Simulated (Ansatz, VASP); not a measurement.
## Two plane-wave programs on Cu12Si

```
CELL_PARAMETERS angstrom
5.03783 0.00000 0.00000
-2.51891 4.36289 0.00000
0.00000 0.00000 21.12107
ATOMIC_POSITIONS crystal
Cu 0.33333 0.16667 0.18938
Cu 0.33333 0.66667 0.18938
Cu 0.83333 0.16667 0.18938
Cu 0.83333 0.66667 0.18938
Cu 0.16667 0.33333 0.28694
Cu 0.16667 0.83333 0.28694
Cu 0.66667 0.33333 0.28694
Cu 0.66667 0.83333 0.28694
Cu 0.00000 0.00000 0.38450
Cu 0.00000 0.50000 0.38450
Cu 0.50000 0.00000 0.38450
Cu 0.50000 0.50000 0.38450
Si 0.00000 0.00000 0.48866
```

Alike in both runs: task single point; functional PBE; dispersion D3(BJ); k mesh 6 × 6 × 1; occupations gaussian, width 0.1 eV; no spin polarisation.

|  | VASP | Ansatz |
| --- | --- | --- |
| version | VASP 6.6.1 | Ansatz 0.2.0 |
| potentials or method | VASP PAW PBE potentials, release 64 (Cu, Si), cutoff 520 eV | scalar-relativistic, plane waves, PAW |
| valence electrons in the cell | 136 | 232 |

|  | VASP | Ansatz | Ansatz less VASP |
| --- | --- | --- | --- |
| gap on the k mesh at the Fermi level (eV) | none | none | - |
| rms of the force components (eV/Å) | 0.228 | 0.224 | -0.0042 |

Atom by atom the forces differ by 0.011 eV/Å (rms over components). A gap of «none» marks a metal or a gap that the smearing closes. VASP's potentials hold 136 valence electrons a cell and Ansatz's 232, so a difference there can come from the potentials and not from the codes.
